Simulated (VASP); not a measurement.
# BaTiO3 (P4mm) in VASP: further runs, part 2 of 2

VASP 6.6.1.

### 4 Single point, PBE

This run uses another cell than the first one, of 12.60 Å³/atom, 1.043 times its volume.

INCAR

```
ALGO = Normal
EDIFF = 1E-6
ENCUT = 520
GGA = PE
ISIF = 2
ISMEAR = 0
LASPH = T
LCHARG = T
LELF = T
LREAL = F
LVHAR = T
LWAVE = F
NBANDS = 28
NELM = 100
PREC = Accurate
SIGMA = 0.01
```

KPOINTS

```
k-points
0
Gamma
  6 6 6
```

POSCAR

```
BaTiO3
1.0
    3.9729548958      0.0000000000      0.0000000000
    0.0000000000      3.9729548958      0.0000000000
    0.0000000000      0.0000000000      3.9910327445
Ba Ti O
1 1 3
Direct
    0.0000000000      0.0000000000      0.0000000000
    0.5000000000      0.5000000000      0.4900000000
    0.5000000000      0.5000000000      0.0190000000
    0.5000000000      0.0000000000      0.5170000000
    0.0000000000      0.5000000000      0.5170000000
```

Potentials or basis: VASP PAW PBE potentials, release 64 (Ba_sv, Ti_sv, O).

Launch:

```
> cat potpaw_PBE.64/Ba_sv/POTCAR potpaw_PBE.64/Ti_sv/POTCAR potpaw_PBE.64/O/POTCAR > POTCAR
> mpirun -np 1 vasp_std > vasp.out
```

OUTCAR:

```text
EDIFF = 1E-6
   ENCUT = 520
   GGA = PE
   ISIF = 2
   ISMEAR = 0
   LASPH = T
   LREAL = F
   NELM = 100
   PREC = Accurate

 ion  position               nearest neighbor table
   1  0.000  0.000  0.000-   4 2.77   5 2.77   5 2.77   4 2.77   3 2.81   3 2.81   3 2.81   3 2.81
                             4 2.86   5 2.86   5 2.86   4 2.86   2 3.42   2 3.42   2 3.42   2 3.42
   2  0.500  0.500  0.490-   3 1.88   4 1.99   5 1.99   4 1.99   5 1.99   3 2.11   1 3.42   1 3.42
                             1 3.42   1 3.42   1 3.47   1 3.47   1 3.47   1 3.47
   3  0.500  0.500  0.019-   2 1.88   2 2.11   1 2.81   1 2.81   1 2.81   1 2.81
   4  0.500  0.000  0.517-   2 1.99   2 1.99   1 2.77   1 2.77   1 2.86   1 2.86
   5  0.000  0.500  0.517-   2 1.99   2 1.99   1 2.77   1 2.77   1 2.86   1 2.86

  LATTYP: Found a simple tetragonal cell.
 ALAT       =     3.9729548958
 C/A-ratio  =     1.0045502275

  Lattice vectors:

 A1 = (   3.9729548958,   0.0000000000,   0.0000000000)
 A2 = (   0.0000000000,   3.9729548958,   0.0000000000)
 A3 = (   0.0000000000,   0.0000000000,   3.9910327445)

Analysis of symmetry for initial positions (statically):
=====================================================================
 Subroutine PRICEL returns:
 Original cell was already a primitive cell.

 Routine SETGRP: Setting up the symmetry group for a
 simple tetragonal supercell.

 Subroutine GETGRP returns: Found  8 space group operations
 (whereof  8 operations were pure point group operations)
 out of a pool of 16 trial point group operations.

The static configuration has the point symmetry C_4v.

Analysis of symmetry for dynamics (positions and initial velocities):
=====================================================================
 Subroutine PRICEL returns:
 Original cell was already a primitive cell.

 Routine SETGRP: Setting up the symmetry group for a
 simple tetragonal supercell.

 Subroutine GETGRP returns: Found  8 space group operations
 (whereof  8 operations were pure point group operations)
 out of a pool of 16 trial point group operations.

The dynamic configuration has the point symmetry C_4v.

 Subroutine INISYM returns: Found  8 space group operations
 (whereof  8 operations are pure point group operations),
 and found     1 'primitive' translations

----------------------------------------------------------------------------------------

                                     Primitive cell

  volume of cell :      62.9959

  direct lattice vectors                    reciprocal lattice vectors
     3.972954896  0.000000000  0.000000000     0.251701826  0.000000000  0.000000000
     0.000000000  3.972954896  0.000000000     0.000000000  0.251701826  0.000000000
     0.000000000  0.000000000  3.991032745     0.000000000  0.000000000  0.250561713

  length of vectors
     3.972954896  3.972954896  3.991032745     0.251701826  0.251701826  0.250561713

  position of ions in fractional coordinates (direct lattice)
     0.000000000  0.000000000  0.000000000
     0.500000000  0.500000000  0.490000000
[... 33 lines left out ...]
 Subroutine IBZKPT returns following result:
 ===========================================

 Found     40 irreducible k-points:

 Following reciprocal coordinates:
            Coordinates               Weight
  0.000000  0.000000  0.000000      1.000000
  0.166667  0.000000  0.000000      4.000000
  0.333333  0.000000  0.000000      4.000000
  0.500000  0.000000  0.000000      2.000000
  0.166667  0.166667  0.000000      4.000000
  0.333333  0.166667  0.000000      8.000000
[... 16 lines left out ...]
  0.333333  0.000000  0.333333      8.000000
  0.500000  0.000000  0.333333      4.000000
 [... further k-points ...]
   k-points           NKPTS =     40   k-points in BZ     NKDIM =     40   number of bands    NBANDS=     28
   number of dos      NEDOS =    301   number of ions     NIONS =      5
   total plane-waves  NPLWV =  27000
   dimension x,y,z NGX =    30 NGY =   30 NGZ =   30
   dimension x,y,z NGXF=    60 NGYF=   60 NGZF=   60
   ions per type =               1   1   3
   NGX,Y,Z   is equivalent  to a cutoff of  12.55, 12.55, 12.50 a.u.
   NGXF,Y,Z  is equivalent  to a cutoff of  25.11, 25.11, 24.99 a.u.
 SYSTEM =  unknown system
   PREC   = accura    normal or accurate (medium, high low for compatibility)
   ISTART =      0    job   : 0-new  1-cont  2-samecut
   ICHARG =      2    charge: 1-file 2-atom 10-const
   ISPIN  =      1    spin polarized calculation?
   LNONCOLLINEAR =      F non collinear calculations
   LSORBIT =      F    spin-orbit coupling
   LASPH  =      T    aspherical Exc in radial PAW
   ENCUT  =  520.0 eV  38.22 Ry    6.18 a.u.   7.39  7.39  7.42*2*pi/ulx,y,z
   NELM   =    100;   NELMIN=  2; NELMDL= -5     # of ELM steps
   EDIFF  = 0.1E-05   stopping-criterion for ELM
   LREAL  =      F    real-space projection
   EDIFFG = 0.1E-04   stopping-criterion for IOM
   NSW    =      0    number of steps for IOM
   IBRION =     -1    ionic relax: 0-MD 1-quasi-New 2-CG
   NFREE  =      0    steps in history (QN), initial steepest desc. (CG)
   ISIF   =      2    stress and relaxation
   ISYM   =      2    0-nonsym 1-usesym 2-fastsym
   POTIM  = 0.5000    time-step for ionic-motion
   TEBEG  =    0.0;   TEEND  =   0.0 temperature during run
   PSTRESS=    0.0 pullay stress
   NELECT =      40.0000    total number of electrons
   NUPDOWN=      -1.0000    fix difference up-down
   EMIN   =  10.00;   EMAX   =-10.00  energy-range for DOS
   EFERMI =   0.00;   METHOD = LEGACY
   ISMEAR =     0;   SIGMA  =   0.01  broadening in eV -4-tet -1-fermi 0-gaus
   EFERMI_NEDOS =   21; number of points for ismear=-14 and -15
   IALGO  =     38    algorithm
   IMIX   =      4    mixing-type and parameters
     AMIX     =   0.40;   BMIX     =  1.00
     AMIX_MAG =   1.60;   BMIX_MAG =  1.00
  volume/ion in A,a.u.               =      12.60        85.02
  Fermi-wavevector in a.u.,A,eV,Ry     =   1.407097  2.659027 26.938466  1.979921
  Thomas-Fermi vector in A             =   2.529390
   LORBIT       =      0    0 simple, 1 ext, 2 COOP (PROOUT), +10 PAW based schemes
   GGA     = PE    functional components
   LHFCALC =     F    Hartree Fock is set to
   AEXX    =    0.0000 exact exchange contribution
   IVDW    =     0    specifies the selected vdW correction
   LEPSILON=     F    determine dielectric tensor
   LRPA    =     F    only Hartree local field effects (RPA)
 non-spin polarized calculation
 Gauss-broadening in eV      SIGMA  =   0.01
  energy-cutoff  :      520.00
  volume of cell :       63.00
 maximum number of plane-waves:      1743
 NGX is ok and might be reduce to    30
   NGX = 15   NGY = 15   NGZ = 15

 number of electron      39.9999978 magnetization

 Free energy of the ion-electron system (eV)
  ---------------------------------------------------
  ext. energy  EPLUGINS =         0.00000000
  ---------------------------------------------------
  free energy    TOTEN  =       -39.93194855 eV

  energy without entropy =      -39.93194855  energy(sigma->0) =      -39.93194855

 E-fermi :   4.1764     XC(G=0): -11.3491

 val. band max:        4.0051818967   @ k =   0.5000   0.5000   0.5000
 cond. band min:       5.8161405087   @ k =   0.0000   0.0000   0.0000
 fundamental gap:      1.8109586120
 Fermi energy:         4.1764050063

 k-point     1 :       0.0000    0.0000    0.0000
  band No.  band energies     occupation
      1     -52.5121      2.00000
      2     -28.7664      2.00000
      3     -28.7341      2.00000
      4     -28.7341      2.00000
      5     -20.8105      2.00000
      6     -12.9632      2.00000
[... 733 lines left out ...]
     27      12.2592      0.00000
     28      13.6245      0.00000

 [... further k-points ...]

------------------------ aborting loop because EDIFF is reached ----------------------------------------

  FORCE on cell =-STRESS in cart. coord.  units (eV):
  Direction    XX          YY          ZZ          XY          YZ          ZX
  --------------------------------------------------------------------------------------
  -------------------------------------------------------------------------------------
  Total        3.0089278      3.0089278      3.4115021      0.0000000     -0.0000000      0.0000000
  in kB       76.5261366     76.5261366     86.7648185      0.0000000     -0.0000000      0.0000000
  external PRESSURE =      79.9390306 kB  Pullay stress =       0.0000000 kB

 VOLUME and BASIS-vectors are now :
 -----------------------------------------------------------------------------
  energy-cutoff  :      520.00
  volume of cell :       63.00
      direct lattice vectors                 reciprocal lattice vectors
     3.972954896  0.000000000  0.000000000     0.251701826  0.000000000  0.000000000
     0.000000000  3.972954896  0.000000000     0.000000000  0.251701826  0.000000000
     0.000000000  0.000000000  3.991032745     0.000000000  0.000000000  0.250561713

 POSITION                                       TOTAL-FORCE (eV/Angst)
 -----------------------------------------------------------------------------------
      0.00000      0.00000      0.00000        -0.000000      0.000000      0.095685
      1.98648      1.98648      1.95561        -0.000000      0.000000     -0.020440
      1.98648      1.98648      0.07583        -0.000000     -0.000000      0.146506
      1.98648      0.00000      2.06336        -0.000000      0.000000     -0.110875
      0.00000      1.98648      2.06336         0.000000      0.000000     -0.110875
 -----------------------------------------------------------------------------------
    total drift:                                0.000000      0.000000      0.000452

  FREE ENERGIE OF THE ION-ELECTRON SYSTEM (eV)
  ---------------------------------------------------
  free  energy   TOTEN  =       -39.9319485471 eV

  energy  without entropy=      -39.9319485471  energy(sigma->0) =      -39.93194855
```

It took 48 s on 1 thread of Intel Xeon 6975P-C (Granite Rapids), shared host; peak memory 0.21 GiB.

What came out:

```yaml
Free_energy: -39.9319 eV
Pressure: 8.0 GPa
Largest_force: 0.147 eV/Å
Band_gap_on_the_k_mesh: 1.81 eV, indirect (least direct gap 2.09 eV)
```

Forces in eV/Å, atoms in the order of the input:
```
Ba   0.000  0.000  0.096
Ti   0.000  0.000 -0.020
O    0.000  0.000  0.147
O    0.000  0.000 -0.111
O    0.000  0.000 -0.111
```

Stress tensor (GPa, compression positive):
```
7.65 0.00 0.00
0.00 7.65 0.00
0.00 0.00 8.68
```

Caveat: spin-orbit coupling is left out, which moves the levels of the heavy elements. PBE gaps usually lie below the measured ones, often by a third to a half.

### 5 Single point, PBE

This run uses another cell than the first one, of 13.11 Å³/atom, 1.085 times its volume.

INCAR

```
SYSTEM = BaTiO3
ALGO = Normal
EDIFF = 1E-7
ENCUT = 520
GGA = PE
ISIF = 2
ISMEAR = 0
LASPH = .TRUE.
LCHARG = .FALSE.
LREAL = .FALSE.
LWAVE = .FALSE.
NBANDS = 28
NELM = 100
PREC = Accurate
SIGMA = 0.01
```

KPOINTS

```
k-points
0
G
  6 6 6
  0 0 0
```

Edit POSCAR of step 4 so:

```diff
@@ -2,5 +2,5 @@
 1.0
-    3.9729548958      0.0000000000      0.0000000000
-    0.0000000000      3.9729548958      0.0000000000
-    0.0000000000      0.0000000000      3.9910327445
+    4.0262895137      0.0000000000      0.0000000000
+    0.0000000000      4.0262895137      0.0000000000
+    0.0000000000      0.0000000000      4.0446100470
 Ba Ti O
```

Potentials or basis: VASP PAW PBE potentials, release 64 (Ba_sv, Ti_sv, O).

Launch:

```
> cat potpaw_PBE.64/Ba_sv/POTCAR potpaw_PBE.64/Ti_sv/POTCAR potpaw_PBE.64/O/POTCAR > POTCAR
> mpirun -np 1 vasp_std > vasp.out
```

OUTCAR:

```text
SYSTEM = BaTiO3
   EDIFF = 1E-7
   ENCUT = 520
   GGA = PE
   ISIF = 2
   ISMEAR = 0
   LASPH = .TRUE.
   LREAL = .FALSE.
   NELM = 100
   PREC = Accurate

 ion  position               nearest neighbor table
   1  0.000  0.000  0.000-   4 2.81   5 2.81   5 2.81   4 2.81   3 2.85   3 2.85   3 2.85   3 2.85
                             4 2.90   5 2.90   5 2.90   4 2.90   2 3.47   2 3.47   2 3.47   2 3.47
   2  0.500  0.500  0.490-   3 1.91   4 2.02   5 2.02   4 2.02   5 2.02   3 2.14   1 3.47   1 3.47
[... 954 lines left out ...]
  -------------------------------------------------------------------------------------
  Total        0.2205995      0.2205995      0.5732800      0.0000000     -0.0000000      0.0000000
  in kB        5.3904928      5.3904928     14.0084696      0.0000000     -0.0000000      0.0000000
  external PRESSURE =       8.2631517 kB  Pullay stress =       0.0000000 kB

 VOLUME and BASIS-vectors are now :
 -----------------------------------------------------------------------------
  energy-cutoff  :      520.00
  volume of cell :       65.57
      direct lattice vectors                 reciprocal lattice vectors
     4.026289514  0.000000000  0.000000000     0.248367634  0.000000000  0.000000000
     0.000000000  4.026289514  0.000000000     0.000000000  0.248367634  0.000000000
     0.000000000  0.000000000  4.044610047     0.000000000  0.000000000  0.247242624

 POSITION                                       TOTAL-FORCE (eV/Angst)
 -----------------------------------------------------------------------------------
      0.00000      0.00000      0.00000         0.000000      0.000000      0.056563
      2.01314      2.01314      1.98186         0.000000     -0.000000     -0.209181
      2.01314      2.01314      0.07685         0.000000     -0.000000      0.394543
      2.01314      0.00000      2.09106         0.000000      0.000000     -0.120962
      0.00000      2.01314      2.09106        -0.000000      0.000000     -0.120962
 -----------------------------------------------------------------------------------
    total drift:                                0.000000      0.000000      0.000138

  FREE ENERGIE OF THE ION-ELECTRON SYSTEM (eV)
  ---------------------------------------------------
  free  energy   TOTEN  =       -40.0033972858 eV

  energy  without entropy=      -40.0033972858  energy(sigma->0) =      -40.00339729
```

OSZICAR:

```text
N       E                     dE             d eps       ncg     rms          rms(c)
DAV:   1     0.432640089418E+03    0.43264E+03   -0.20869E+04  2240   0.154E+03
DAV:   2    -0.210470893471E+01   -0.43474E+03   -0.41453E+03  2520   0.423E+02
DAV:   3    -0.487849965424E+02   -0.46680E+02   -0.46227E+02  3184   0.136E+02
DAV:   4    -0.509317093304E+02   -0.21467E+01   -0.21421E+01  3360   0.252E+01
DAV:   5    -0.510013702207E+02   -0.69661E-01   -0.69646E-01  3044   0.349E+00    0.226E+01
DAV:   6    -0.402806567516E+02    0.10721E+02   -0.56655E+01  3164   0.658E+01    0.100E+01
DAV:   7    -0.401966379719E+02    0.84019E-01   -0.10776E+01  3032   0.238E+01    0.661E+00
DAV:   8    -0.400078277939E+02    0.18881E+00   -0.60875E-01  2716   0.676E+00    0.363E+00
DAV:   9    -0.400411735380E+02   -0.33346E-01   -0.44522E-01  3212   0.586E+00    0.179E+00
DAV:  10    -0.400077739953E+02    0.33400E-01   -0.18772E-01  2672   0.423E+00    0.547E-01
DAV:  11    -0.400037522216E+02    0.40218E-02   -0.15114E-02  3064   0.833E-01    0.205E-01
DAV:  12    -0.400033935139E+02    0.35871E-03   -0.18251E-03  2544   0.270E-01    0.433E-02
DAV:  13    -0.400034073532E+02   -0.13839E-04   -0.10907E-04  3028   0.834E-02    0.295E-02
DAV:  14    -0.400033996821E+02    0.76711E-05   -0.40223E-05  3184   0.570E-02    0.180E-02
DAV:  15    -0.400033974650E+02    0.22171E-05   -0.20439E-05  3196   0.413E-02    0.500E-03
DAV:  16    -0.400033972508E+02    0.21422E-06   -0.18270E-06  2744   0.121E-02    0.830E-04
DAV:  17    -0.400033972858E+02   -0.35038E-07   -0.17455E-07  2088   0.383E-03
   1 F= -.40003397E+02 E0= -.40003397E+02  d E =-.766510E-89
```

stdout:

```text
POSCAR found type information on POSCAR BaTiO
 POSCAR found :  3 types and       5 ions
 scaLAPACK will be used
 LDA part: xc-table for (Slater+PW92), standard interpolation
 POSCAR, INCAR and KPOINTS ok, starting setup
 FFT: planning ... GRIDC
 FFT: planning ... GRID_SOFT
 FFT: planning ... GRID
 WAVECAR not read
 entering main loop
```

It took 49 s on 1 thread of Intel Xeon 6975P-C (Granite Rapids), shared host; peak memory 0.21 GiB.

Results:

* Free energy: -40.0034 eV
* Pressure: 0.8 GPa
* Largest force: 0.395 eV/Å
* Band gap on the k mesh: 1.73 eV, indirect (least direct gap 2.03 eV)

Forces in eV/Å, atoms in the order of the input:
```
Ba   0.000  0.000  0.057
Ti   0.000  0.000 -0.209
O    0.000  0.000  0.395
O    0.000  0.000 -0.121
O    0.000  0.000 -0.121
```

Stress tensor (GPa, compression positive):
```
0.54 0.00 0.00
0.00 0.54 0.00
0.00 0.00 1.40
```

Caveat: spin-orbit coupling is left out, which moves the levels of the heavy elements. A k mesh can miss the band edges.

### 6 Summary

```csv
cell,gap on the mesh (eV),pressure (GPa),largest force (eV/Å)
"a = 3.918, b = 3.918, c = 3.936 Å, 5 atoms",1.89,16.9,0.19
"a = 3.946, b = 3.946, c = 3.964 Å, 5 atoms",1.85,12.2,0.12
"a = 3.973, b = 3.973, c = 3.991 Å, 5 atoms",1.81,8.0,0.15
"a = 4.026, b = 4.026, c = 4.045 Å, 5 atoms",1.73,0.8,0.39
```

Alike in all rows: task single point; level PBE; potentials or basis VASP PAW PBE potentials, release 64 (Ba_sv, Ti_sv, O); no spin polarisation; k mesh 6 × 6 × 6; cutoff (eV) 520; smearing gaussian 0.01 eV.

Caveats: spin-orbit coupling is left out, which moves the levels of the heavy elements.

Total energies depend on the potentials used, so only differences within one code and one set of settings carry meaning.
